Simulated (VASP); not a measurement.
Al3BiO:

```
Al Bi O
1.0
     4.64345    0.00000    0.00000
     0.00000    4.64345    0.00000
     0.00000    0.00000    4.64345
Al Bi O
3 1 1
Direct
  0.50000 0.50000 0.00000
  0.50000 0.00000 0.50000
  0.00000 0.50000 0.50000
  0.00000 0.00000 0.00000
  0.50000 0.50000 0.50000
```

| Quantity | Value |
| --- | --- |
| Program | VASP 6.6.1 |
| Task | relaxation of cell and atoms |
| Functional | PBE |
| Potentials or basis | VASP PAW PBE potentials, release 64 (Al, Bi_d, O) |
| Cutoff | 600 eV |
| k mesh | 4 × 4 × 4 |
| Occupations | gaussian, width 0.1 eV |
| Spin | no spin polarisation |

At the start: pressure -5.7 GPa; volume 20.02 Å³/atom.

Problem. Where does the relaxation end?

Solution. Over 3 steps the energy falls by 36.0 meV/atom and the volume is 18.16 Å³/atom (-9.3 %); space group Pm-3m (No. 221, to 0.05 Å).

Step by step:
| step | energy change (eV) | largest force (eV/Å) | pressure (GPa) | volume (Å³) |
| --- | --- | --- | --- | --- |
| 1 | 0.0000 | 0.0000 | -5.71 | 100.12 |
| 2 | -0.1785 | 0.0000 | 0.57 | 90.14 |
| 3 | -0.1798 | 0.0000 | 0.02 | 90.82 |

Final structure:
```
Al Bi O
1.0
     4.49504    0.00000    0.00000
     0.00000    4.49504    0.00000
     0.00000    0.00000    4.49504
Al Bi O
3 1 1
Direct
  0.50000 0.50000 0.00000
  0.50000 0.00000 0.50000
  0.00000 0.50000 0.50000
  0.00000 0.00000 0.00000
  0.50000 0.50000 0.50000
```
